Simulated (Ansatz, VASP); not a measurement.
**CoO: VASP beside Ansatz**

```
CELL_PARAMETERS angstrom
3.13057 0.00000 0.00000
-1.56528 2.71115 0.00000
0.00000 0.00000 5.44716
ATOMIC_POSITIONS crystal
Co 0.00000 0.00000 0.01052
Co 0.33333 0.66667 0.51052
O 0.00000 0.00000 0.36449
O 0.33333 0.66667 0.86448
```

Alike in both runs: task single point; functional PBE; k mesh 12 × 12 × 8; occupations gaussian, width 0.01 eV; collinear spin.

```csv
,VASP,Ansatz
version,VASP 6.6.1,Ansatz 0.2.0
potentials or method,"VASP PAW PBE potentials, release 64 (Co, O), cutoff 520 eV","scalar-relativistic, plane waves, PAW"
valence electrons in the cell,30,46
```

|  | VASP | Ansatz | Ansatz less VASP |
| --- | --- | --- | --- |
| gap on the k mesh at the Fermi level (eV) | 0.15 | 0.15 | 0.000 |
| least direct gap on the mesh (eV) | 0.24 | 0.22 | -0.015 |
| pressure (GPa) | -2.0 | -2.0 | +0.04 |
| traceless stress, the component that is largest in VASP (GPa) | -4.02 | -3.91 | +0.108 |
| rms of the force components (eV/Å) | 0.003 | 0.000 | -0.0033 |
| net moment per atom (μB) | 0.00 | 0.00 | 0.000 |
| size of the moment on the site where the two differ most (μB) | 2.28 | 2.13 | -0.153 |

Site moments also hang on the region over which each program counts them. Atom by atom the forces differ by 0.003 eV/Å (rms over components). The functional is the same, so the differences come from potentials, cutoffs and numerics. VASP's potentials hold 30 valence electrons a cell and Ansatz's 46, so a difference there can come from the potentials and not from the codes. Ansatz's warnings: stability check not made.
